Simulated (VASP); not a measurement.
Set up this calculation in VASP 6.6.1, as the native input.

* Task: single point
* Functional: PBE
* Dispersion: D3(BJ)
* Potentials or basis: VASP PAW PBE potentials, release 64 (Ba_sv)
* Cutoff: 520 eV
* k mesh: 5 × 5 × 5, shifted
* Occupations: tetrahedron
* Spin: no spin polarisation
* Dipole correction: no
* Further INCAR settings: ALGO = Normal; EDIFF = 1e-07; NBANDS = 11

The structure of Ba lies in POSCAR:

```
Ba
1.0
   -2.5431820000      2.5520940000      2.5185660000
    2.4979150000     -2.5707350000      2.4919400000
    2.4763220000      2.5038750000     -2.5372070000
Ba
1
Direct
   -0.0084520000     -0.0101380000      0.0042200000
```

The input as run:

INCAR

```
SYSTEM = Ba
PREC     = Accurate       ! precision mode
ENCUT    = 520            ! plane-wave cutoff, eV
EDIFF    = 1E-7           ! SCF threshold, eV
ISMEAR   = -5             ! smearing method
SIGMA    = 0.05           ! smearing width, eV
LREAL    = .FALSE.        ! projectors in reciprocal space
LASPH    = .TRUE.         ! aspherical terms in the spheres
NELM     = 100            ! most SCF steps
ALGO     = Normal         ! electronic algorithm
ISIF     = 2              ! what is computed and relaxed
LWAVE    = .FALSE.        ! write WAVECAR
LCHARG   = .FALSE.        ! write CHGCAR
GGA      = PE             ! functional
IVDW     = 12             ! dispersion correction
NBANDS   = 11             ! bands
```

KPOINTS

```
Automatic mesh
0
Gamma
  5 5 5
  0.5 0.5 0.5
```

Potentials or basis: VASP PAW PBE potentials, release 64 (Ba_sv).

Run with:

```bash
$ cat potpaw_PBE.64/Ba_sv/POTCAR > POTCAR
$ mpirun -np 1 vasp_std > vasp.out
```

It gave:

* Pressure: -0.1 GPa
* Band gap on the k mesh: zero (band 5 reaches 1.81 eV, above the bottom of band 6 at 1.12 eV)
* Dispersion energy per atom: -0.199 eV

Caveat: spin-orbit coupling is left out, which moves the levels of the heavy elements; pairwise dispersion overbinds metals, which lowers pressure and volume; tetrahedron occupations give inexact forces and stress in metals.

Wall time 43 s on 1 thread of Intel(R) Xeon(R) Platinum 8259CL CPU @ 2.50GHz (Skylake/Cascade Lake), on a shared host, peak memory 0.21 GiB.
